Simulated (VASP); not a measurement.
Set up this calculation in VASP 6.6.1, as the native input.

```
Task                   : single point
Functional             : PBE
Potentials or basis    : VASP PAW PBE potentials, release 64 (Bi_d)
Cutoff                 : 520 eV
k mesh                 : 6 × 6 × 6
Occupations            : gaussian, width 0.1 eV
Spin                   : no spin polarisation
Dipole correction      : no
Further INCAR settings : ALGO = Fast; EDIFF = 1e-06; NBANDS = 30
```

The structure of Bi lies in POSCAR:

```
Bi
1.0
    1.9262338681      1.1121116422      9.3093674181
   -1.9262338681      1.1121116422      9.3093674181
    0.0000000000     -2.2242232846      9.3093674181
Bi
3
Direct
    0.0000000000      0.0000000000      0.0000000000
    0.2222200000      0.2222200000      0.2222200000
    0.7777800000      0.7777800000      0.7777800000
```

One way to write it, as run:

INCAR

```
PREC = Accurate
ENCUT = 520
EDIFF = 1E-6
ISMEAR = 0
SIGMA = 0.1
LREAL = F
LASPH = T
NELM = 80
ALGO = Fast
ISIF = 2
LWAVE = F
LCHARG = F
GGA = PE
NBANDS = 30
```

KPOINTS

```
Automatic mesh
0
Gamma
  6 6 6
```

Potentials or basis: VASP PAW PBE potentials, release 64 (Bi_d).

The run is started by

```bash
$ cat potpaw_PBE.64/Bi_d/POTCAR > POTCAR
$ mpirun -np 1 vasp_std > vasp.out
```

It gave:

```yaml
Pressure: -7.3 GPa
Largest_force: 0.073 eV/Å
Band_gap_on_the_k_mesh: zero (an odd number of electrons rules out a gap without spin polarisation)
```

Caveat: the cell stands under tension; spin-orbit coupling is left out, which moves the levels of the heavy elements.

It took 12 min on 1 thread of Intel(R) Xeon(R) Platinum 8488C (Sapphire Rapids), on a shared host, peak memory 0.73 GiB.
